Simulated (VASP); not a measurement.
A run of VASP 6.6.1 is set up as follows.

File INCAR:

```
SYSTEM = Nd2Y2Cl
ALGO     = Normal         ! electronic algorithm
EDIFF    = 1E-6           ! SCF threshold, eV
ENCUT    = 500            ! plane-wave cutoff, eV
GGA      = PE             ! functional
GGA_COMPAT= .False.      
ISIF     = 2              ! what is computed and relaxed
ISMEAR   = 0              ! smearing method
LASPH    = .True.         ! aspherical terms in the spheres
LCHARG   = .False.        ! write CHGCAR
LMAXMIX  = 6              ! l up to which the mixer works
LREAL    = .False.        ! projectors in reciprocal space
LWAVE    = .False.        ! write WAVECAR
NBANDS   = 34             ! bands
NELM     = 200            ! most SCF steps
PREC     = Accurate       ! precision mode
SIGMA    = 0.1            ! smearing width, eV
```

File KPOINTS:

```
k-points
0
Gamma
  6 6 2
  0 0 0
```

POSCAR

```
Nd2Y2Cl
1.0
    3.7376160192      0.0000000000      0.0000000000
   -1.8688080096      3.2368704222      0.0000000000
    0.0000000000      0.0000000000     12.8400682569
Nd Y Cl
2 2 1
Direct
    0.3333333333      0.6666666667      0.3274882755
    0.6666666667      0.3333333333      0.6725117245
    0.3333333333      0.6666666667      0.8902815608
    0.6666666667      0.3333333333      0.1097184392
    0.0000000000      0.0000000000      0.5000000000
```

Potentials or basis: VASP PAW PBE potentials, release 64 (Nd_3, Y_sv, Cl), 4f in core.

Command:

```sh
$ cat potpaw_PBE.64/Nd_3/POTCAR potpaw_PBE.64/Y_sv/POTCAR potpaw_PBE.64/Cl/POTCAR > POTCAR
$ mpirun -np 1 vasp_std > vasp.out
```

(1) Predict the band gap on the k mesh.

(2) Predict the largest force.

(3) What does it give for the pressure?

## Answers

(1) zero (an odd number of electrons rules out a gap without spin polarisation).

(2) 0.083 eV/Å.

(3) 0.2 GPa.

Caveat: spin-orbit coupling is left out, which moves the levels of the heavy elements; the 4f electrons are frozen in the core, so they carry no moment and show no levels; an odd number of electrons without spin polarisation forces a metal; a magnetic or distorted state may lie lower; the run has no spin polarisation, though such a crystal can be magnetic.
